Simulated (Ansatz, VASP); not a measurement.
**Two plane-wave programs on InP**

```
In P
1.0
     1.95332   -3.03854    0.00000
     1.95332    3.03854    0.00000
     0.00000    0.00000    3.75115
In P
1 1
Direct
  0.50000 0.50000 0.50000
  0.00000 0.00000 0.00000
```

Change from the starting cell: species swapped into the SbPb type (Cmmm, No. 65).

Alike in both runs: functional PBE; k mesh 18 × 18 × 12; occupations gaussian, width 0.1 eV; no spin polarisation.

Ansatz relaxed the structure, and its values are those at the end. VASP's run is a single point on that final structure, the one shown.

```csv
,VASP,Ansatz
version,VASP 6.6.1,Ansatz 0.2.0
potentials or method,"VASP PAW PBE potentials, release 64 (In_d, P), cutoff 520 eV","scalar-relativistic, plane waves, PAW"
valence electrons in the cell,18,18
```

|  | VASP | Ansatz | Ansatz less VASP |
| --- | --- | --- | --- |
| gap on the k mesh at the Fermi level (eV) | none | none | - |
| pressure (GPa) | -0.1 | 0.0 | +0.06 |

A gap of «none» marks a metal or a gap that the smearing closes.
